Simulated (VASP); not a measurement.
Wanted: the native input for a VASP 6.6.1 run.

```yaml
Task: single point
Functional: PBE
Dispersion: D3(BJ)
Potentials_or_basis: VASP PAW PBE potentials, release 64 (Cu)
Cutoff: 520 eV
k_mesh: 4 × 4 × 1
Occupations: gaussian, width 0.1 eV
Spin: no spin polarisation
Dipole_correction: yes
Further_INCAR_settings: LREAL = Auto; ALGO = Normal; EDIFF = 1e-06; NBANDS = 102
```

The structure of Cu lies in POSCAR:

```
Cu
1.0
    5.0393684365      0.0000000000      0.0000000000
    0.0000000000      5.0393684365      0.0000000000
    0.0000000000      0.0000000000     21.3450573916
Cu
16
Direct
    0.2500000000      0.2500000000      0.3747940262
    0.2500000000      0.7500000000      0.3747940262
    0.7500000000      0.2500000000      0.3747940262
    0.7500000000      0.7500000000      0.3747940262
    0.5000000000      0.5000000000      0.4582646754
    0.5000000000      0.0000000000      0.4582646754
    0.0000000000      0.5000000000      0.4582646754
    0.0000000000      0.0000000000      0.4582646754
    0.7500000000      0.7500000000      0.5435007467
    0.7500000000      0.2500000000      0.5435007467
    0.2500000000      0.7500000000      0.5435007467
    0.2500000000      0.2500000000      0.5435007467
    0.0000000000      0.0000000000      0.6263064493
    0.0000000000      0.5000000000      0.6263064493
    0.5000000000      0.0000000000      0.6263064493
    0.5000000000      0.5000000000      0.6263064493
```

One way to write it, as run:

INCAR

```
SYSTEM = Cu
ALGO = Normal
DIPOL = 0.5 0.5 0.501
EDIFF = 1E-6
ENCUT = 520
GGA = PE
IDIPOL = 3
ISIF = 2
ISMEAR = 0
IVDW = 12
LASPH = .True.
LCHARG = .False.
LDIPOL = .True.
LREAL = Auto
LWAVE = .False.
NBANDS = 102
NELM = 60
PREC = Accurate
SIGMA = 0.1
```

KPOINTS

```
k-points
0
Gamma
  4 4 1
  0 0 0
```

Potentials or basis: VASP PAW PBE potentials, release 64 (Cu).

Command:

```sh
$ cat potpaw_PBE.64/Cu/POTCAR > POTCAR
$ mpirun -np 1 vasp_std > vasp.out
```

It gave:

```
Largest force              : 0.061 eV/Å
Band gap on the k mesh     : zero (bands 88 and 89 overlap by 0.92 eV)
Dispersion energy per atom : -0.419 eV
```

Run time: 24 min on 1 thread of Oxide Virtual Turin-like Processor, with other jobs on the host, peak memory 0.59 GiB.
